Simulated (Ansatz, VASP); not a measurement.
# Two plane-wave programs on Cd

```
CELL_PARAMETERS angstrom
2.96430 0.00000 0.00000
-1.48215 2.56716 0.00000
0.00000 0.00000 5.51739
ATOMIC_POSITIONS crystal
Cd 0.33333 0.66667 0.25000
Cd 0.66667 0.33333 0.75000
```

Alike in both runs: functional PBEsol; k mesh 18 × 18 × 8; occupations fermi-dirac, width 0.15 eV; no spin polarisation.

Ansatz relaxed the structure, and its values are those at the end. VASP's run is a single point on that final structure, the one shown.

|  | VASP | Ansatz |
| --- | --- | --- |
| version | VASP 6.6.1 | Ansatz 0.2.0 |
| potentials or method | VASP PAW PBE potentials, release 64 (Cd), cutoff 520 eV | scalar-relativistic, plane waves, PAW |
| valence electrons in the cell | 24 | 40 |

```csv
,VASP,Ansatz,Ansatz less VASP
gap on the k mesh at the Fermi level (eV),none,none,-
pressure (GPa),0.4,0.0,-0.42
```

VASP's potentials were made for PBE, not for PBEsol. A gap of «none» marks a metal or a gap that the smearing closes. VASP's potentials hold 24 valence electrons a cell and Ansatz's 40, so a difference there can come from the potentials and not from the codes.
